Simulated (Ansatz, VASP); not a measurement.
# Two plane-wave programs on ZnSn4N

```xyz
6
Lattice="0.0000 4.2750 4.2750 4.2750 0.0000 4.2750 4.2750 4.2750 0.0000" Properties=species:S:1:pos:R:3 pbc="T T T"
Zn    4.2750    4.2750    4.2750
Sn    1.0672    3.2078    3.2078
Sn    3.2078    1.0672    3.2078
Sn    3.2078    3.2078    1.0672
Sn    1.0672    1.0672    1.0672
N     6.4125    6.4125    6.4125
```

Change from the starting cell: species swapped into the ZrNbFe4 type (F-43m, No. 216).

Alike in both runs: functional PBE; k mesh 8 × 8 × 8; occupations gaussian, width 0.1 eV; no spin polarisation.

Ansatz relaxed the structure, and its values are those at the end. VASP's run is a single point on that final structure, the one shown.

```csv
,VASP,Ansatz
version,VASP 6.6.1,Ansatz 0.2.0
potentials or method,"VASP PAW PBE potentials, release 64 (Zn, Sn_d, N), cutoff 520 eV","scalar-relativistic, plane waves, PAW"
valence electrons in the cell,73,73
```

```csv
,VASP,Ansatz,Ansatz less VASP
gap on the k mesh at the Fermi level (eV),none,none,-
pressure (GPa),0.0,0.0,+0.06
```

A gap of «none» marks a metal or a gap that the smearing closes. The functional is the same, so the differences come from potentials, cutoffs and numerics.
